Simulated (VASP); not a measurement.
Input of a VASP 6.6.1 run:

Contents of INCAR:

```
SYSTEM = CdSe
PREC = Accurate
ENCUT = 500
EDIFF = 1E-6
ISMEAR = -1
SIGMA = 0.05
LREAL = .False.
LASPH = .True.
NELM = 120
ALGO = Normal
ISIF = 2
LWAVE = .False.
LCHARG = .False.
GGA = PE
NBANDS = 26
GGA_COMPAT = .False.
```

File KPOINTS:

```
Automatic mesh
0
Gamma
  6 6 4
  0 0 0
```

File POSCAR:

```
CdSe
1.0
    4.3000000000      0.0000000000      0.0000000000
   -2.1500000000      3.7239092400      0.0000000000
    0.0000000000      0.0000000000      7.0200000000
Cd Se
2 2
Direct
    0.3333333333      0.6666666667      0.0000000000
    0.6666666667      0.3333333333      0.5000000000
    0.3333333333      0.6666666667      0.3850000000
    0.6666666667      0.3333333333      0.8850000000
```

Potentials or basis: VASP PAW PBE potentials, release 64 (Cd, Se).

Launch:

```sh
$ cat potpaw_PBE.64/Cd/POTCAR potpaw_PBE.64/Se/POTCAR > POTCAR
$ mpirun -np 1 vasp_std > vasp.out
```

(1) Estimate the pressure.

(2) What does it give for the band gap on the k mesh?

(3) Estimate the largest force.

## Answers

(1) 3.3 GPa.

(2) 0.70 eV.

(3) 0.292 eV/Å.

Caveat: the cell stands under pressure.
